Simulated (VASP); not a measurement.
NbC: single point with PBE

Crystal: NbC.

```xyz
2
Lattice="0.0000 2.1347 2.1347 2.1347 0.0000 2.1347 2.1347 2.1347 0.0000" Properties=species:S:1:pos:R:3 pbc="T T T"
Nb    0.0000    0.0000    0.0000
C     2.1347    2.1347    2.1347
```

This cell differs from its parent crystal: strained.

```json
{"Program": "VASP 6.6.1", "Task": "single point", "Functional": "PBE", "Potentials or basis": "VASP PAW PBE potentials, release 64 (Nb_sv, C)", "Cutoff": "600 eV", "k mesh": "16 × 16 × 16", "Occupations": "gaussian, width 0.1 eV", "Spin": "no spin polarisation"}
```

```json
{
 "Pressure": "59.6 GPa"
}
```

Levels at points of the mesh, in eV from the Fermi level:
| k point | band 5 | band 6 | band 7 | band 8 | band 9 | band 10 | band 11 | band 12 | band 13 | band 14 |
| --- | --- | --- | --- | --- | --- | --- | --- | --- | --- | --- |
| (0.00, 0.00, 0.00) | -14.13 | -1.56 | -1.56 | -1.56 | -0.32 | -0.32 | -0.32 | 0.50 | 0.50 | 9.33 |
| (0.50, 0.00, 0.00) | -9.63 | -8.40 | -5.87 | -5.87 | 2.68 | 2.68 | 4.39 | 6.19 | 10.59 | 10.59 |
| (0.50, 0.50, 0.00) | -12.98 | -4.97 | -3.72 | -1.27 | -1.27 | 2.51 | 4.05 | 4.05 | 8.27 | 12.03 |

Run time: 30 s on 1 thread of Intel Xeon 6975P-C (shared host), peak memory 0.18 GiB.

Caveat: the cell differs from its parent crystal (strained).
